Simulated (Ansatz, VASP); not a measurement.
# TiSi2 in VASP and in Ansatz

File INCAR:

```
PREC = Accurate
ENCUT = 520
EDIFF = 1E-7
ISMEAR = 0
SIGMA = 0.1
LREAL = F
LASPH = T
NELM = 150
ALGO = Normal
ISIF = 2
LWAVE = F
LCHARG = F
LMAXMIX = 4
LDAU = T
LDAUTYPE = 2
LDAUL = 2 -1
LDAUU = 2.8 0
LDAUJ = 0 0
LDAUPRINT = 1
GGA = PE
IVDW = 12
NBANDS = 17
```

The input KPOINTS:

```
Automatic mesh
0
Gamma
  6 6 6
```

File POSCAR:

```
TiSi2
1.0
   -1.4728720000      1.7121300000      4.2120830000
    1.4728720000     -1.7121300000      4.2120830000
    1.4728720000      1.7121300000     -4.2120830000
Ti Si
1 2
Direct
    0.0000000000      0.0000000000      0.0000000000
    0.3299220000      0.3299220000      0.0000000000
    0.6700780000      0.6700780000      0.0000000000
```

Input for Ansatz:

```yaml
crystal:
  lattice:
    - [-1.472872, 1.71213, 4.212083]
    - [1.472872, -1.71213, 4.212083]
    - [1.472872, 1.71213, -4.212083]
  atoms:
    - { symbol: Ti, position: [0.0, 0.0, 0.0] }
    - { symbol: Si, position: [0.329922, 0.329922, 0.0] }
    - { symbol: Si, position: [0.670078, 0.670078, 0.0] }
basis:
  ecutwfc: 420
kpoints:
  mp_grid: { grid: [6, 6, 6] }
hamiltonian:
  xc: pbe
  hubbard: { sites: [{ species: Ti, l: d, u_eff: 2.8 }] }
  dispersion: d3bj
scf:
  occupations: { method: gaussian, width: 0.1 }
output:
  forces: false
  stress: true
  eigenvalues: true
```

Alike in both runs: task single point; functional PBE; dispersion D3(BJ); k mesh 6 × 6 × 6; occupations gaussian, width 0.1 eV; no spin polarisation; Hubbard terms Ti d U = 2.8 eV.

|  | VASP | Ansatz |
| --- | --- | --- |
| version | VASP 6.6.1 | Ansatz 0.2.0 |
| potentials or method | VASP PAW PBE potentials, release 64 (Ti_sv, Si), cutoff 520 eV | scalar-relativistic, plane waves, PAW |
| valence electrons in the cell | 20 | 20 |

Ansatz gave:

* gap on the k mesh at the Fermi level (eV): none
* pressure (GPa): -3.5
* traceless stress, the component that is largest in VASP (GPa): 2.53

Which values does VASP return?

gap on the k mesh at the Fermi level (eV): none; pressure (GPa): -2.6; traceless stress, the component that is largest in VASP (GPa): 3.05.

The programs project onto different local orbitals, so the same U acts differently, and such runs can settle in different states. A gap of «none» marks a metal or a gap that the smearing closes. Ansatz's warnings: filled band counts differ across k points.

The k mesh is coarse, so the values compare programs but aren't converged.
